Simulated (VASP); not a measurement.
C: relaxation of cell and atoms with r2SCAN

C:

```
C
1.0
     1.95000    0.00000    0.00000
     0.00000    1.95000    0.00000
     0.00000    0.00000    1.95000
C
1
Direct
  0.00000 0.00000 0.00000
```

* Program: VASP 6.6.1
* Task: relaxation of cell and atoms
* Functional: r2SCAN
* Potentials or basis: VASP PAW PBE potentials, release 64 (C)
* Cutoff: 600 eV
* k mesh: 11 × 11 × 11
* Occupations: fermi-dirac, width 0.05 eV
* Spin: no spin polarisation
* Target pressure: 5 GPa
* Dipole correction: no
* Further INCAR settings: ALGO = Normal; EDIFF = 1e-07; IBRION = 2; EDIFFG = -0.03; NSW = 80; ISIF = 3

```yaml
Relaxed_volume: 5.41 Å³/atom
Relaxed_cell: a = 1.755 Å, b = 1.755 Å, c = 1.755 Å, α = 90.00°, β = 90.00°, γ = 90.00°
Space_group_after_relaxing_to_0.05_Å: Pm-3m (No. 221)
Energy_change_on_relaxing_the_enthalpy_is_what_falls: -433.6 meV/atom
Ionic_steps: 3
Pressure_after_relaxing: 5.5 GPa
Band_gap_on_the_k_mesh: zero (band 2 reaches 21.63 eV, above the bottom of band 3 at 9.36 eV)
```

The path:
| step | energy change (eV) | largest force (eV/Å) | pressure (GPa) | volume (Å³) |
| --- | --- | --- | --- | --- |
| 1 | 0.0000 | 0.0000 | -52.37 | 7.41 |
| 2 | -0.3522 | 0.0000 | 50.86 | 4.92 |
| 3 | -0.4336 | 0.0000 | 5.48 | 5.41 |

Final structure:
```xyz
1
Lattice="1.7553 0.0000 0.0000 0.0000 1.7553 0.0000 0.0000 0.0000 1.7553" Properties=species:S:1:pos:R:3 pbc="T T T"
C     0.0000    0.0000    0.0000
```

Levels at points of the mesh, in eV from the Fermi level:
| k point | band 1 | band 2 | band 3 | band 4 | band 5 | band 6 |
| --- | --- | --- | --- | --- | --- | --- |
| (0.00, 0.00, 0.00) | -24.20 | 9.91 | 9.91 | 9.91 | 26.49 | 26.49 |

It used 11 s of CPU time on 1 thread of Intel Xeon 6975P-C, on a shared host.

Caveat: the cell is relaxed towards a set pressure, so the enthalpy falls and the energy may rise; the volume moved by over 15 % at a fixed basis, so the end points are rough; the PAW data sets were made with another functional, which shifts forces and pressure a little.
